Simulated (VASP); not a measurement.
# Ti (Fm-3m) in VASP: further runs

Ti is run at these levels: r2SCAN; tasks: single point.

Program: VASP 6.6.1. These are calculated values, not measurements. Logs are shortened: lines on timing, memory, paths and dates and some standing lists are left out, and cuts for length are marked.

### 1 The cell of the first run

It takes space group Fm-3m (No. 225, cubic). The conventional cell has a = 4.113 Å, b = 4.113 Å, c = 4.113 Å, α = 90.00°, β = 90.00°, γ = 90.00°. Ti (site symmetry m-3m) has 12 Ti at 2.91 Å within 3.8 Å.

### 2 Single point, r2SCAN

File POSCAR:

```
Ti
1.0
    0.0000000000      2.0567135898      2.0567135898
    2.0567135898      0.0000000000      2.0567135898
    2.0567135898      2.0567135898      0.0000000000
Ti
1
Direct
    0.0000000000      0.0000000000      0.0000000000
```

File INCAR.step1:

```
  PREC = Accurate
  ENCUT = 520
  ISMEAR = -1
  SIGMA = 0.05
  LREAL = False
  LASPH = True
  NELM = 60
  NBANDS = 12
  GGA = PE
  ALGO = Normal
  EDIFF = 1E-4
  LWAVE = True
  LCHARG = False
```

File INCAR.step2:

```
  PREC = Accurate
  ENCUT = 520
  EDIFF = 1E-6
  ISMEAR = -1
  SIGMA = 0.05
  LREAL = False
  LASPH = True
  NELM = 60
  ALGO = Normal
  ISIF = 2
  LWAVE = False
  LCHARG = True
  METAGGA = R2SCAN
  LMIXTAU = True
  LELF = True
  LVHAR = True
  NBANDS = 12
  ISTART = 1
```

File KPOINTS:

```
Automatic mesh
0
Gamma
  11 11 11
```

Potentials or basis: VASP PAW PBE potentials, release 64 (Ti_sv).

The run is started by

```bash
$ cat potpaw_PBE.64/Ti_sv/POTCAR > POTCAR
$ cp INCAR.step1 INCAR
$ mpirun -np 1 vasp_std > vasp.out
$ cp INCAR.step2 INCAR
$ mpirun -np 1 vasp_std > vasp.out
```

OUTCAR:

```text
PREC = Accurate
   ENCUT = 520
   EDIFF = 1E-6
   ISMEAR = -1
   LREAL = False
   LASPH = True
   NELM = 60
   ISIF = 2
   METAGGA = R2SCAN
   ISTART = 1

 ion  position               nearest neighbor table
   1  0.000  0.000  0.000-

  LATTYP: Found a face centered cubic cell.
 ALAT       =     4.1134271796

  Lattice vectors:

 A1 = (   0.0000000000,   2.0567135898,   2.0567135898)
 A2 = (   2.0567135898,   0.0000000000,   2.0567135898)
 A3 = (   2.0567135898,   2.0567135898,   0.0000000000)

Analysis of symmetry for initial positions (statically):
=====================================================================
 Subroutine PRICEL returns:
 Original cell was already a primitive cell.

 Routine SETGRP: Setting up the symmetry group for a
 face centered cubic supercell.

 Subroutine GETGRP returns: Found 48 space group operations
 (whereof 48 operations were pure point group operations)
 out of a pool of 48 trial point group operations.

The static configuration has the point symmetry O_h .

Analysis of symmetry for dynamics (positions and initial velocities):
=====================================================================
 Subroutine PRICEL returns:
 Original cell was already a primitive cell.

 Routine SETGRP: Setting up the symmetry group for a
 face centered cubic supercell.

 Subroutine GETGRP returns: Found 48 space group operations
 (whereof 48 operations were pure point group operations)
 out of a pool of 48 trial point group operations.

The dynamic configuration has the point symmetry O_h .

 Subroutine INISYM returns: Found 48 space group operations
 (whereof 48 operations are pure point group operations),
 and found     1 'primitive' translations

----------------------------------------------------------------------------------------

                                     Primitive cell

  volume of cell :      17.4001

  direct lattice vectors                    reciprocal lattice vectors
     0.000000000  2.056713590  2.056713590    -0.243106285  0.243106285  0.243106285
     2.056713590  0.000000000  2.056713590     0.243106285 -0.243106285  0.243106285
     2.056713590  2.056713590  0.000000000     0.243106285  0.243106285 -0.243106285

  length of vectors
     2.908632253  2.908632253  2.908632253     0.421072437  0.421072437  0.421072437

[... 70 lines left out ...]
   ISTART =      1    job   : 0-new  1-cont  2-samecut
   ICHARG =      0    charge: 1-file 2-atom 10-const
   ISPIN  =      1    spin polarized calculation?
   LNONCOLLINEAR =      F non collinear calculations
   LSORBIT =      F    spin-orbit coupling
   LASPH  =      T    aspherical Exc in radial PAW
   ENCUT  =  520.0 eV  38.22 Ry    6.18 a.u.   5.41  5.41  5.41*2*pi/ulx,y,z
   NELM   =     60;   NELMIN=  2; NELMDL=  0     # of ELM steps
   EDIFF  = 0.1E-05   stopping-criterion for ELM
   LREAL  =      F    real-space projection
[... 7 lines left out ...]
   TEBEG  =    0.0;   TEEND  =   0.0 temperature during run
   PSTRESS=    0.0 pullay stress
   NELECT =      12.0000    total number of electrons
   NUPDOWN=      -1.0000    fix difference up-down
   EMIN   =  10.00;   EMAX   =-10.00  energy-range for DOS
   EFERMI =   0.00;   METHOD = LEGACY
   ISMEAR =    -1;   SIGMA  =   0.05  broadening in eV -4-tet -1-fermi 0-gaus
   EFERMI_NEDOS =   21; number of points for ismear=-14 and -15
   IALGO  =     38    algorithm
   IMIX   =      4    mixing-type and parameters
     AMIX     =   0.40;   BMIX     =  1.00
     AMIX_MAG =   1.60;   BMIX_MAG =  1.00
  volume/ion in A,a.u.               =      17.40       117.42
  Fermi-wavevector in a.u.,A,eV,Ry     =   1.446388  2.733277 28.463902  2.092038
  Thomas-Fermi vector in A             =   2.564462
   LORBIT       =      0    0 simple, 1 ext, 2 COOP (PROOUT), +10 PAW based schemes
   METAGGA = R2SCAN    functional components
   LHFCALC =     F    Hartree Fock is set to
   AEXX    =    0.0000 exact exchange contribution
   IVDW    =     0    specifies the selected vdW correction
   LEPSILON=     F    determine dielectric tensor
   LRPA    =     F    only Hartree local field effects (RPA)
 non-spin polarized calculation
  energy-cutoff  :      520.00
  volume of cell :       17.40
 maximum number of plane-waves:       495
 NGX is ok and might be reduce to    24
   NGX = 11   NGY = 11   NGZ = 11

 number of electron      12.0000002 magnetization

 Free energy of the ion-electron system (eV)
  ---------------------------------------------------
  ext. energy  EPLUGINS =         0.00000000
  ---------------------------------------------------
  free energy    TOTEN  =       -12.88681863 eV

  energy without entropy =      -12.87380737  energy(sigma->0) =      -12.88031300

 E-fermi :   8.2008     XC(G=0): -12.4027

 val. band max:        8.1846313458   @ k =   0.2727   0.0909   0.0000
 cond. band min:       8.2011563221   @ k =   0.3636   0.0000   0.0000
 fundamental gap:      0.0165249764
 Fermi energy:         8.2008181261

 k-point     1 :       0.0000    0.0000    0.0000
  band No.  band energies     occupation
      1     -50.8362      2.00000
      2     -25.6416      2.00000
      3     -25.6415      2.00000
      4     -25.6415      2.00000
      5       1.7451      2.00000
      6       9.2128      0.00000
      7       9.2128      0.00000
      8       9.2128      0.00000
      9      11.0124      0.00000
     10      11.0124      0.00000
     11      23.9848      0.00000
     12      28.8639      0.00000
[... 331 lines left out ...]
 k-point    24 :      -0.1818    0.1818    0.0000
  band No.  band energies     occupation
      1     -50.7519      2.00000
      2     -26.0252      2.00000
      3     -25.7984      2.00000
      4     -25.6854      2.00000
      5       4.3117      2.00000
      6       8.0497      1.90715
      7       9.1450      0.00000
      8      10.1257      0.00000
      9      10.2076      0.00000
     10      11.9274      0.00000
     11      22.2038      0.00000
     12      22.5839      0.00000

 [... further k-points ...]
[... 5 lines left out ...]
  --------------------------------------------------------------------------------------
  -------------------------------------------------------------------------------------
  Total        0.0079596      0.0079596      0.0079596     -0.0000000     -0.0000000      0.0000000
  in kB        0.7329104      0.7329104      0.7329104     -0.0000000     -0.0000000      0.0000000
  external PRESSURE =       0.7329104 kB  Pullay stress =       0.0000000 kB

 VOLUME and BASIS-vectors are now :
 -----------------------------------------------------------------------------
  energy-cutoff  :      520.00
  volume of cell :       17.40
      direct lattice vectors                 reciprocal lattice vectors
     0.000000000  2.056713590  2.056713590    -0.243106285  0.243106285  0.243106285
     2.056713590  0.000000000  2.056713590     0.243106285 -0.243106285  0.243106285
     2.056713590  2.056713590  0.000000000     0.243106285  0.243106285 -0.243106285

 POSITION                                       TOTAL-FORCE (eV/Angst)
 -----------------------------------------------------------------------------------
      0.00000      0.00000      0.00000         0.000000      0.000000      0.000000
 -----------------------------------------------------------------------------------
    total drift:                               -0.000000      0.000000     -0.000000

  FREE ENERGIE OF THE ION-ELECTRON SYSTEM (eV)
  ---------------------------------------------------
  free  energy   TOTEN  =       -12.8868186287 eV

  energy  without entropy=      -12.8738073726  energy(sigma->0) =      -12.88031300
```

It took 83 s on 1 thread of Intel Xeon 8259CL, shared host; peak memory 0.15 GiB.

Results:

```yaml
Free_energy: -12.8868 eV
Pressure: 0.1 GPa
Band_gap_on_the_k_mesh: zero (band 6 reaches 9.21 eV, above the bottom of band 7 at 7.95 eV)
```

Caveat: the PAW data sets were made with another functional, which shifts forces and pressure a little.

### 3 Single point, r2SCAN

This run uses another cell than the first one, of 17.73 Å³/atom, 1.019 times its volume.

File POSCAR:

```
Ti
1.0
    0.0000000000      2.0698140295      2.0698140295
    2.0698140295      0.0000000000      2.0698140295
    2.0698140295      2.0698140295      0.0000000000
Ti
1
Direct
    0.0000000000      0.0000000000      0.0000000000
```

File INCAR.step1:

```
ALGO     = Normal         # electronic algorithm
EDIFF    = 1E-4           # SCF threshold, eV
ENCUT    = 520            # plane-wave cutoff, eV
GGA      = PE             # functional
ISMEAR   = -1             # smearing method
LASPH    = T              # aspherical terms in the spheres
LCHARG   = F              # write CHGCAR
LREAL    = F              # projectors in reciprocal space
LWAVE    = T              # write WAVECAR
NBANDS   = 12             # bands
NELM     = 100            # most SCF steps
PREC     = Accurate       # precision mode
SIGMA    = 0.05           # smearing width, eV
```

File INCAR.step2:

```
ALGO     = Normal         # electronic algorithm
EDIFF    = 1E-6           # SCF threshold, eV
ENCUT    = 520            # plane-wave cutoff, eV
ISIF     = 2              # what is computed and relaxed
ISMEAR   = -1             # smearing method
ISTART   = 1            
LASPH    = T              # aspherical terms in the spheres
LCHARG   = F              # write CHGCAR
LMIXTAU  = T            
LREAL    = F              # projectors in reciprocal space
LWAVE    = F              # write WAVECAR
METAGGA  = R2SCAN         # meta-GGA
NBANDS   = 12             # bands
NELM     = 100            # most SCF steps
PREC     = Accurate       # precision mode
SIGMA    = 0.05           # smearing width, eV
```

File KPOINTS:

```
k-points
0
Gamma
  11 11 11
```

Potentials or basis: VASP PAW PBE potentials, release 64 (Ti_sv).

The run is started by

```bash
$ cat potpaw_PBE.64/Ti_sv/POTCAR > POTCAR
$ cp INCAR.step1 INCAR
$ mpirun -np 1 vasp_std > vasp.out
$ cp INCAR.step2 INCAR
$ mpirun -np 1 vasp_std > vasp.out
```

Wall time 85 s (1 thread of Intel Xeon 8259CL, shared host); peak memory 0.15 GiB.

It converged, with:

```
Free energy            : -12.8850 eV
Pressure               : -2.0 GPa
Band gap on the k mesh : zero (band 6 reaches 8.99 eV, above the bottom of band 7 at 7.77 eV)
```

Levels at points of the mesh, in eV from the Fermi level:
| k point | band 4 | band 5 | band 6 | band 7 | band 8 | band 9 |
| --- | --- | --- | --- | --- | --- | --- |
| (0.00, 0.00, 0.00) | -33.90 | -6.41 | 1.00 | 1.00 | 1.00 | 2.75 |

Caveat: the PAW data sets were made with another functional, which shifts forces and pressure a little.
